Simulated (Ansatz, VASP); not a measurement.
# Ca in VASP and in Ansatz

```
CELL_PARAMETERS angstrom
1.95352 1.12786 3.19172
-1.95352 1.12786 3.19172
0.00000 -2.25573 3.19172
ATOMIC_POSITIONS crystal
Ca 0.50000 0.50000 0.50000
```

Alike in both runs: functional PBE; k mesh 18 × 18 × 18; occupations gaussian, width 0.1 eV; no spin polarisation.

Ansatz relaxed the structure, and its values are those at the end. VASP's run is a single point on that final structure, the one shown.

```csv
,VASP,Ansatz
version,VASP 6.6.1,Ansatz 0.2.0
potentials or method,"VASP PAW PBE potentials, release 64 (Ca_sv), cutoff 520 eV","scalar-relativistic, plane waves, PAW"
valence electrons in the cell,10,10
```

```tsv
	VASP	Ansatz	Ansatz less VASP
gap on the k mesh at the Fermi level (eV)	none	none	-
pressure (GPa)	0.0	0.0	-0.01
```

A gap of «none» marks a metal or a gap that the smearing closes. With one functional, cell and mesh, what is left measures potentials, basis and numerics.
